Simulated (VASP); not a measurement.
Wanted: the native input for a VASP 6.6.1 run.

| Item | Value |
| --- | --- |
| Task | single point |
| Functional | PBEsol |
| Potentials or basis | VASP PAW PBE potentials, release 64 (Bi_d, Te) |
| Cutoff | 520 eV |
| k mesh | 14 × 14 × 14 |
| Occupations | gaussian, width 0.15 eV |
| Spin | no spin polarisation |
| Dipole correction | no |
| Further INCAR settings | ALGO = Normal; EDIFF = 1e-06; NBANDS = 18 |

The structure of BiTe lies in POSCAR:

```
BiTe
1.0
    0.0000000000      3.2350000000      3.2350000000
    3.2350000000      0.0000000000      3.2350000000
    3.2350000000      3.2350000000      0.0000000000
Bi Te
1 1
Direct
   -0.0270479134      0.0270479134      0.0270479134
    0.5000000000      0.5000000000      0.5000000000
```

This cell differs from its parent crystal: all Bi atoms moved +0.175 Å, as atom 1 along Cartesian [1 0 0].

The input as run:

INCAR

```
SYSTEM = BiTe
  ALGO = Normal
  EDIFF = 1E-6
  ENCUT = 520
  GGA = PS
  ISIF = 2
  ISMEAR = 0
  LASPH = .True.
  LCHARG = .False.
  LREAL = .False.
  LWAVE = .False.
  NBANDS = 18
  NELM = 100
  PREC = Accurate
  SIGMA = 0.15
```

KPOINTS

```
k-points
0
Gamma
  14 14 14
  0 0 0
```

Potentials or basis: VASP PAW PBE potentials, release 64 (Bi_d, Te).

Launch:

```console
$ cat potpaw_PBE.64/Bi_d/POTCAR potpaw_PBE.64/Te/POTCAR > POTCAR
$ mpirun -np 1 vasp_std > vasp.out
```

Results of the run:

```json
{"Pressure": "-1.2 GPa", "Largest force": "0.433 eV/Å", "Band gap on the k mesh": "zero (an odd number of electrons rules out a gap without spin polarisation)"}
```

Caveat: the cell differs from its parent crystal (all Bi atoms moved +0.175 Å, as atom 1 along Cartesian [1 0 0]); the PAW data sets were made with another functional, which shifts forces and pressure a little; spin-orbit coupling is left out, which moves the levels of the heavy elements.

Wall time 5.5 min on 1 thread of Intel(R) Xeon(R) Platinum 8259CL CPU @ 2.50GHz (Skylake/Cascade Lake) (shared host), peak memory 0.43 GiB.
